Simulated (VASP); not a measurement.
MgS, 2 atoms in the cell. Symmetry: I4/mmm, No. 139, tetragonal system. The conventional cell has a = 3.679 Å, b = 3.679 Å, c = 5.185 Å, α = 90.00°, β = 90.00°, γ = 90.00°. Within 3.4 Å of Mg (site symmetry 4/mmm) lie 6 S at 2.59 to 2.60 Å. S (site symmetry 4/mmm) has 6 Mg at 2.59 to 2.60 Å within 3.4 Å.  This cell differs from its parent crystal: uniaxial x strain -0.3%.

- Program: VASP 6.6.1
- Task: single point
- Functional: HSE06
- Potentials or basis: VASP PAW PBE potentials, release 64 (Mg, S)
- Cutoff: 520 eV
- k mesh: 6 × 6 × 6
- Occupations: gaussian, width 0.01 eV
- Spin: no spin polarisation
- Dipole correction: no
- Grid for exact exchange (PRECFOCK): Normal
- Further INCAR settings: ALGO = Normal; EDIFF = 1e-06; NBANDS = 11
- Share of exact exchange: 0.25
- Screening parameter: 0.2079 1/Å

Potentials or basis: VASP PAW PBE potentials, release 64 (Mg, S).

Launch:

```console
$ cat potpaw_PBE.64/Mg/POTCAR potpaw_PBE.64/S/POTCAR > POTCAR
$ cp INCAR.step1 INCAR
$ mpirun -np 1 vasp_std > vasp.out
$ cp INCAR.step2 INCAR
$ mpirun -np 1 vasp_std > vasp.out
```

Hardware: 1 thread of Intel(R) Xeon(R) 6975P-C (Granite Rapids), with other jobs on the host.

Problem. How long does it take, and how much memory?

Solution. It took 9.3 min on 1 thread of Intel(R) Xeon(R) 6975P-C (Granite Rapids) (shared host), peak memory 0.28 GiB. Counts: k points 30.
